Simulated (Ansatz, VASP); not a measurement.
One calculation of C, two programs

```
C
1.0
     0.00000    1.42317   -3.36139
    -2.46500    0.00000    0.00000
     2.87583   10.47562    1.23743
C
10
Direct
  0.00980 0.58113 0.84097
  0.72402 0.67544 0.06466
  0.79546 0.40186 0.25874
  0.86691 0.12829 0.45282
  0.93835 0.85471 0.64689
  0.74743 0.25098 0.12941
  0.81887 0.97740 0.32349
  0.89032 0.70383 0.51756
  0.96176 0.43025 0.71164
  0.03321 0.15667 0.90572
```

Alike in both runs: task single point; functional PBE; dispersion D3(BJ); k mesh 7 × 11 × 3; occupations gaussian, width 0.05 eV; no spin polarisation.

|  | VASP | Ansatz |
| --- | --- | --- |
| version | VASP 6.6.1 | Ansatz 0.2.0 |
| potentials or method | VASP PAW PBE potentials, release 64 (C), cutoff 520 eV | scalar-relativistic, plane waves, PAW |
| valence electrons in the cell | 40 | 40 |

|  | VASP | Ansatz | Ansatz less VASP |
| --- | --- | --- | --- |
| gap on the k mesh at the Fermi level (eV) | none | none | - |
| pressure (GPa) | -0.2 | -0.6 | -0.41 |
| traceless stress, the component that is largest in VASP (GPa) | 12.52 | 12.52 | 0.000 |
| rms of the force components (eV/Å) | 1.318 | 1.319 | +0.0011 |

Atom by atom the forces differ by 0.010 eV/Å (rms over components). A gap of «none» marks a metal or a gap that the smearing closes.
